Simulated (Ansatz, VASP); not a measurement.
Two plane-wave programs on YTiSe3

```
CELL_PARAMETERS angstrom
4.92417 0.00000 0.00000
0.00000 4.92417 0.00000
0.00000 0.00000 4.92417
ATOMIC_POSITIONS crystal
Y 0.50000 0.50000 0.50000
Ti 0.00000 0.00000 0.00000
Se 0.50000 0.00000 0.00000
Se 0.00000 0.50000 0.00000
Se 0.00000 0.00000 0.50000
```

Alike in both runs: functional PBE; k mesh 8 × 8 × 8; occupations gaussian, width 0.1 eV; no spin polarisation.

Ansatz relaxed the structure, and its values are those at the end. VASP's run is a single point on that final structure, the one shown.

|  | VASP | Ansatz |
| --- | --- | --- |
| version | VASP 6.6.1 | Ansatz 0.2.0 |
| potentials or method | VASP PAW PBE potentials, release 64 (Y_sv, Ti_sv, Se), cutoff 520 eV | scalar-relativistic, plane waves, PAW |
| valence electrons in the cell | 41 | 71 |

Ansatz gave:

| Item | Value |
| --- | --- |
| gap on the k mesh at the Fermi level (eV) | none |
| pressure (GPa) | 0.0 |

Task: Estimate VASP's values.

Result: gap on the k mesh at the Fermi level (eV): none; pressure (GPa): 0.1.

A gap of «none» marks a metal or a gap that the smearing closes. VASP's potentials hold 41 valence electrons a cell and Ansatz's 71, so a difference there can come from the potentials and not from the codes.
